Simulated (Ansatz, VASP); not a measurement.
## One calculation of SnSe, two programs

The input POSCAR:

```
SnSe
1.0
    0.0000000000      3.0100000000      3.0100000000
    3.0100000000      0.0000000000      3.0100000000
    3.0100000000      3.0100000000      0.0000000000
Sn Se
1 1
Direct
   -0.0166112957     -0.0166112957     -0.0303725436
    0.5000000000      0.5000000000      0.5000000000
```

File INCAR.step1:

```
SYSTEM = SnSe
PREC = Accurate
ENCUT = 520
ISMEAR = 0
SIGMA = 0.05
LREAL = .False.
LASPH = .True.
NELM = 100
NBANDS = 17
GGA = PE
ALGO = Normal
EDIFF = 1E-4
LWAVE = .True.
LCHARG = .False.
```

Contents of INCAR.step2:

```
SYSTEM = SnSe
PREC = Accurate
ENCUT = 520
EDIFF = 1E-7
ISMEAR = 0
SIGMA = 0.05
LREAL = .False.
LASPH = .True.
NELM = 100
ALGO = Normal
ISIF = 2
LWAVE = .False.
LCHARG = .False.
METAGGA = R2SCAN
LMIXTAU = .True.
NBANDS = 17
ISTART = 1
```

KPOINTS

```
Automatic mesh
0
Gamma
  10 10 10
  0 0 0
```

Input for Ansatz:

```yaml
crystal:
  lattice:
    - [0.0, 3.01, 3.01]
    - [3.01, 0.0, 3.01]
    - [3.01, 3.01, 0.0]
  atoms:
    - { symbol: Sn, position: [-0.0166112957, -0.0166112957, -0.0303725436] }
    - { symbol: Se, position: [0.5, 0.5, 0.5] }
basis:
  ecutwfc: 500
kpoints:
  mp_grid: { grid: [10, 10, 10] }
hamiltonian:
  xc: r2scan
scf:
  occupations: { method: gaussian, width: 0.05 }
output:
  forces: true
  stress: true
  eigenvalues: true
```

Alike in both runs: task single point; functional r2SCAN; k mesh 10 × 10 × 10; occupations gaussian, width 0.05 eV; no spin polarisation.

|  | VASP | Ansatz |
| --- | --- | --- |
| version | VASP 6.6.1 | Ansatz 0.2.0 |
| potentials or method | VASP PAW PBE potentials, release 64 (Sn_d, Se), cutoff 520 eV | scalar-relativistic, plane waves, PAW |
| valence electrons in the cell | 20 | 30 |

Ansatz gave:

* gap on the k mesh at the Fermi level (eV): 0.40
* least direct gap on the mesh (eV): 0.40
* pressure (GPa): 0.7
* traceless stress, the component that is largest in VASP (GPa): 0.33
* rms of the force components (eV/Å): 0.027

**Question.** What did VASP give for the same quantities?

**Answer.** gap on the k mesh at the Fermi level (eV): 0.41; least direct gap on the mesh (eV): 0.41; pressure (GPa): 0.7; traceless stress, the component that is largest in VASP (GPa): 0.32; rms of the force components (eV/Å): 0.032.

VASP's potentials were made for PBE, not for r2SCAN. Atom by atom the forces differ by 0.005 eV/Å (rms over components). With one functional, cell and mesh, what is left measures potentials, basis and numerics. VASP's potentials hold 20 valence electrons a cell and Ansatz's 30, so a difference there can come from the potentials and not from the codes.
